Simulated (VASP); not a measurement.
# TaN in VASP: further runs

The runs below take TaN through single point, with PBEsol.

Everything below comes from runs of VASP 6.6.1. Logs are shortened: lines on timing, memory, paths and dates and some standing lists are left out, and cuts for length are marked.

### Step 1. The cell of the first run

The cell holds a slab with vacuum, 8 atoms: a = 2.924 Å, b = 2.924 Å, c = 25.048 Å, α = 90.00°, β = 90.00°, γ = 120.00°.

### Step 2. Single point, PBEsol

Contents of INCAR:

```
PREC = Accurate
ENCUT = 520
EDIFF = 1E-6
ISMEAR = 0
SIGMA = 0.1
LREAL = False
LASPH = True
NELM = 80
ALGO = Normal
ISIF = 2
LWAVE = False
LCHARG = False
LDIPOL = True
IDIPOL = 3
DIPOL = 0.5 0.5 0.500
GGA = PS
NBANDS = 42
```

Contents of KPOINTS:

```
regular mesh
0
Gamma
  12 12 1
```

Contents of POSCAR:

```
TaN
1.0
    2.9239890448      0.0000000000      0.0000000000
   -1.4619945224      2.5322487932      0.0000000000
    0.0000000000      0.0000000000     25.0475467489
Ta N
4 4
Direct
    0.3333333333      0.6666666667      0.2994305221
    0.3333333333      0.6666666667      0.4140416523
    0.3333333333      0.6666666667      0.5286527826
    0.3333333333      0.6666666667      0.6432639128
    0.0000000000      0.0000000000      0.3567360872
    0.0000000000      0.0000000000      0.4713472174
    0.0000000000      0.0000000000      0.5859583477
    0.0000000000      0.0000000000      0.7005694779
```

Potentials or basis: VASP PAW PBE potentials, release 64 (Ta_pv, N).

Launch:

```console
$ cat potpaw_PBE.64/Ta_pv/POTCAR potpaw_PBE.64/N/POTCAR > POTCAR
$ mpirun -np 1 vasp_std > vasp.out
```

OUTCAR:

```text
PREC = Accurate
   ENCUT = 520
   EDIFF = 1E-6
   ISMEAR = 0
   LREAL = False
   LASPH = True
   NELM = 80
   ISIF = 2
   GGA = PS

 ion  position               nearest neighbor table
   1  0.333  0.667  0.299-   5 2.22   5 2.22   5 2.22   2 2.87
   2  0.333  0.667  0.414-   5 2.22   6 2.22   5 2.22   6 2.22   5 2.22   6 2.22   1 2.87   3 2.87

   3  0.333  0.667  0.529-   7 2.22   7 2.22   7 2.22   6 2.22   6 2.22   6 2.22   4 2.87   2 2.87

   4  0.333  0.667  0.643-   8 2.22   7 2.22   8 2.22   7 2.22   8 2.22   7 2.22   3 2.87
   5  0.000  0.000  0.357-   1 2.22   2 2.22   1 2.22   2 2.22   1 2.22   2 2.22
   6  0.000  0.000  0.471-   2 2.22   2 2.22   2 2.22   3 2.22   3 2.22   3 2.22
   7  0.000  0.000  0.586-   3 2.22   4 2.22   3 2.22   4 2.22   3 2.22   4 2.22
   8  0.000  0.000  0.701-   4 2.22   4 2.22   4 2.22

  LATTYP: Found a hexagonal cell.
 ALAT       =     2.9239890448
 C/A-ratio  =     8.5662245532

  Lattice vectors:

 A1 = (   2.9239890448,   0.0000000000,   0.0000000000)
 A2 = (  -1.4619945224,   2.5322487932,   0.0000000000)
 A3 = (   0.0000000000,   0.0000000000,  25.0475467489)

Analysis of symmetry for initial positions (statically):
=====================================================================
 Subroutine PRICEL returns:
 Original cell was already a primitive cell.

 Routine SETGRP: Setting up the symmetry group for a
 hexagonal supercell.

 Subroutine GETGRP returns: Found  6 space group operations
 (whereof  6 operations were pure point group operations)
 out of a pool of 24 trial point group operations.

The static configuration has the point symmetry C_3v.

Analysis of symmetry for dynamics (positions and initial velocities):
=====================================================================
 Subroutine PRICEL returns:
 Original cell was already a primitive cell.

 Routine SETGRP: Setting up the symmetry group for a
 hexagonal supercell.

 Subroutine GETGRP returns: Found  6 space group operations
 (whereof  6 operations were pure point group operations)
 out of a pool of 24 trial point group operations.

The dynamic configuration has the point symmetry C_3v.

 Subroutine INISYM returns: Found  6 space group operations
 (whereof  6 operations are pure point group operations),
 and found     1 'primitive' translations

----------------------------------------------------------------------------------------

                                     Primitive cell

[... 110 lines left out ...]
   EFERMI =   0.00;   METHOD = LEGACY
   ISMEAR =     0;   SIGMA  =   0.10  broadening in eV -4-tet -1-fermi 0-gaus
   EFERMI_NEDOS =   21; number of points for ismear=-14 and -15
   IALGO  =     38    algorithm
   IMIX   =      4    mixing-type and parameters
     AMIX     =   0.40;   BMIX     =  1.00
     AMIX_MAG =   1.60;   BMIX_MAG =  1.00
  volume/ion in A,a.u.               =      23.18       156.44
  Fermi-wavevector in a.u.,A,eV,Ry     =   1.148292  2.169957 17.940299  1.318575
  Thomas-Fermi vector in A             =   2.284968
   LORBIT       =      0    0 simple, 1 ext, 2 COOP (PROOUT), +10 PAW based schemes
   GGA     = PS    functional components
   LHFCALC =     F    Hartree Fock is set to
   AEXX    =    0.0000 exact exchange contribution
   IVDW    =     0    specifies the selected vdW correction
   LEPSILON=     F    determine dielectric tensor
   LRPA    =     F    only Hartree local field effects (RPA)
 non-spin polarized calculation
 Gauss-broadening in eV      SIGMA  =   0.10
  energy-cutoff  :      520.00
  volume of cell :      185.46
 maximum number of plane-waves:      5077
 NGX is ok and might be reduce to    24
   NGX = 11   NGY = 11   NGZ = 93

 dipolmoment           0.000000      0.000000     -0.040994 electrons x Angstroem

 number of electron      64.0000006 magnetization

 dipolmoment           0.000000      0.000000      0.102991 electrons x Angstroem

 Free energy of the ion-electron system (eV)
  ---------------------------------------------------
  ext. energy  EPLUGINS =         0.00000000
  ---------------------------------------------------
  free energy    TOTEN  =       -89.93726371 eV

  energy without entropy =      -89.90918472  energy(sigma->0) =      -89.92322422

 E-fermi :   0.0957     XC(G=0):  -7.0763

 val. band max:        0.0720226715   @ k =   0.0833   0.0000   0.0000
 cond. band min:       0.0980982417   @ k =   0.3333   0.0000   0.0000
 fundamental gap:      0.0260755702
 Fermi energy:         0.0956752378

 k-point     1 :       0.0000    0.0000    0.0000
  band No.  band energies     occupation
      1     -35.2730      2.00000
      2     -34.8720      2.00000
      3     -34.4989      2.00000
      4     -34.2568      2.00000
      5     -34.2108      2.00000
      6     -34.2108      2.00000
[... 844 lines left out ...]
     41       5.0327      0.00000
     42       5.1252      0.00000

------------------------ aborting loop because EDIFF is reached ----------------------------------------

 vacuum level on the upper side and lower side of the slab       (xc-potential included)         1.040        -1.403

  FORCE on cell =-STRESS in cart. coord.  units (eV):
  Direction    XX          YY          ZZ          XY          YZ          ZX
  --------------------------------------------------------------------------------------
  -------------------------------------------------------------------------------------
  Total       -1.3487289     -1.3487289     -7.4407759      0.0000000      0.0000000      0.0000000
  in kB      -11.6516638    -11.6516638    -64.2808330      0.0000000      0.0000000      0.0000000
  external PRESSURE =     -29.1947202 kB  Pullay stress =       0.0000000 kB

 VOLUME and BASIS-vectors are now :
 -----------------------------------------------------------------------------
  energy-cutoff  :      520.00
  volume of cell :      185.46
      direct lattice vectors                 reciprocal lattice vectors
     2.923989045  0.000000000  0.000000000     0.341998545  0.197452952  0.000000000
    -1.461994522  2.532248793  0.000000000     0.000000000  0.394905904  0.000000000
     0.000000000  0.000000000 25.047546749     0.000000000  0.000000000  0.039924070

 POSITION                                       TOTAL-FORCE (eV/Angst)
 -----------------------------------------------------------------------------------
     -0.00000      1.68817      7.50000         0.000000     -0.000000     -0.106274
     -0.00000      1.68817     10.37073         0.000000     -0.000000     -0.333397
     -0.00000      1.68817     13.24146        -0.000000      0.000000      0.280682
     -0.00000      1.68817     16.11218        -0.000000      0.000000      7.127738
      0.00000      0.00000      8.93536         0.000000     -0.000000      0.346839
      0.00000      0.00000     11.80609        -0.000000      0.000000     -0.038680
      0.00000      0.00000     14.67682        -0.000000      0.000000     -1.177054
      0.00000      0.00000     17.54755         0.000000      0.000000     -6.099855
 -----------------------------------------------------------------------------------
    total drift:                                0.000000     -0.000000      0.000114

  FREE ENERGIE OF THE ION-ELECTRON SYSTEM (eV)
  ---------------------------------------------------
  free  energy   TOTEN  =       -89.9372637100 eV

  energy  without entropy=      -89.9091847246  energy(sigma->0) =      -89.92322422

 vacuum level on the upper side and lower side of the slab         7.667         5.181
```

OSZICAR:

```text
N       E                     dE             d eps       ncg     rms          rms(c)
DAV:   1     0.606885073286E+03    0.60689E+03   -0.35385E+04  1780   0.143E+03
DAV:   2    -0.568066313884E+02   -0.66369E+03   -0.64263E+03  1928   0.411E+02
DAV:   3    -0.994167847913E+02   -0.42610E+02   -0.41641E+02  2028   0.975E+01
[... 33 lines left out ...]
DAV:  37    -0.899372227992E+02   -0.20108E-04   -0.48116E-06  1984   0.169E-02    0.228E-02
DAV:  38    -0.899372371926E+02   -0.14393E-04   -0.35823E-06  1768   0.123E-02    0.130E-02
DAV:  39    -0.899372543932E+02   -0.17201E-04   -0.21040E-06  1392   0.626E-03    0.135E-02
DAV:  40    -0.899372612516E+02   -0.68584E-05   -0.61771E-07  1230   0.433E-03    0.121E-02
DAV:  41    -0.899372632773E+02   -0.20256E-05   -0.56528E-07  1194   0.393E-03    0.129E-02
DAV:  42    -0.899372637100E+02   -0.43276E-06   -0.24759E-07   976   0.226E-03
   1 F= -.89937264E+02 E0= -.89923224E+02  d E =-.280790E-01
```

stdout:

```text
POSCAR found type information on POSCAR TaN
 POSCAR found :  2 types and       8 ions
 scaLAPACK will be used
 -----------------------------------------------------------------------------
|                                                                             |
|                                                                             |
|     You enforced a specific xc type in the INCAR file but a different       |
|     I HOPE YOU KNOW WHAT YOU ARE DOING!                                     |
|                                                                             |
 -----------------------------------------------------------------------------

 LDA part: xc-table for (Slater+PW92), standard interpolation
 POSCAR, INCAR and KPOINTS ok, starting setup
 FFT: planning ... GRIDC
 FFT: planning ... GRID_SOFT
 FFT: planning ... GRID
 WAVECAR not read
 entering main loop
```

Wall time 17 min (1 thread of AMD EPYC 7R13, shared host); peak memory 0.36 GiB.

Results:

| Quantity | Value |
| --- | --- |
| Free energy | -89.9373 eV |
| Largest force | 7.128 eV/Å |
| Band gap on the k mesh | zero (band 32 reaches 0.55 eV, above the bottom of band 33 at -0.13 eV) |

Forces in eV/Å, atoms in the order of the input:
```
Ta   0.000  0.000 -0.106
Ta   0.000  0.000 -0.333
Ta   0.000  0.000  0.281
Ta   0.000  0.000  7.128
N    0.000  0.000  0.347
N    0.000  0.000 -0.039
N    0.000  0.000 -1.177
N    0.000  0.000 -6.100
```

Levels at points of the mesh, in eV from the Fermi level:
| k point | band 29 | band 30 | band 31 | band 32 | band 33 | band 34 | band 35 | band 36 |
| --- | --- | --- | --- | --- | --- | --- | --- | --- |
| (0.00, 0.00, 0.00) | -1.14 | -1.07 | -0.36 | 0.35 | 0.35 | 0.95 | 0.95 | 1.14 |
| (0.50, 0.00, 0.00) | -1.60 | -0.73 | -0.72 | 0.46 | 0.54 | 2.31 | 3.36 | 3.62 |

Caveat: the PAW data sets were made with another functional, which shifts forces and pressure a little; spin-orbit coupling is left out, which moves the levels of the heavy elements.

(Continued in part 2 of 2.)
